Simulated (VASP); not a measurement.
Write the native input for VASP 6.6.1 that does the following.

| Quantity | Value |
| --- | --- |
| Task | single point |
| Functional | PBE |
| Potentials or basis | VASP PAW PBE potentials, release 64 (Ga_d, P) |
| Cutoff | 500 eV |
| k mesh | 8 × 8 × 8 |
| Occupations | gaussian, width 0.01 eV |
| Spin | no spin polarisation |
| Dipole correction | no |
| Further INCAR settings | ALGO = Normal; EDIFF = 1e-06; NBANDS = 16 |

The structure of GaP lies in POSCAR:

```
GaP
1.0
    0.0000000000      2.7529819216      2.7529819216
    2.7529819216      0.0000000000      2.7529819216
    2.7529819216      2.7529819216      0.0000000000
Ga P
1 1
Direct
    0.0000000000      0.0000000000      0.0000000000
    0.2500000000      0.2500000000      0.2500000000
```

One way to write it, as run:

INCAR

```
SYSTEM = GaP
PREC     = Accurate       ! precision mode
ENCUT    = 500            ! plane-wave cutoff, eV
EDIFF    = 1E-6           ! SCF threshold, eV
ISMEAR   = 0              ! smearing method
SIGMA    = 0.01           ! smearing width, eV
LREAL    = .FALSE.        ! projectors in reciprocal space
LASPH    = .TRUE.         ! aspherical terms in the spheres
NELM     = 120            ! most SCF steps
ALGO     = Normal         ! electronic algorithm
ISIF     = 2              ! what is computed and relaxed
LWAVE    = .FALSE.        ! write WAVECAR
LCHARG   = .FALSE.        ! write CHGCAR
GGA      = PE             ! functional
NBANDS   = 16             ! bands
GGA_COMPAT= .FALSE.
```

KPOINTS

```
Automatic mesh
0
G
  8 8 8
  0 0 0
```

Potentials or basis: VASP PAW PBE potentials, release 64 (Ga_d, P).

Command:

```sh
$ cat potpaw_PBE.64/Ga_d/POTCAR potpaw_PBE.64/P/POTCAR > POTCAR
$ mpirun -np 1 vasp_std > vasp.out
```

It gave:

* Pressure: -0.1 GPa
* Band gap on the k mesh: 1.58 eV

Run time: 10 s on 1 thread of AMD EPYC 9R45 96-Core Processor (Zen 5), on a shared host, peak memory 0.13 GiB.
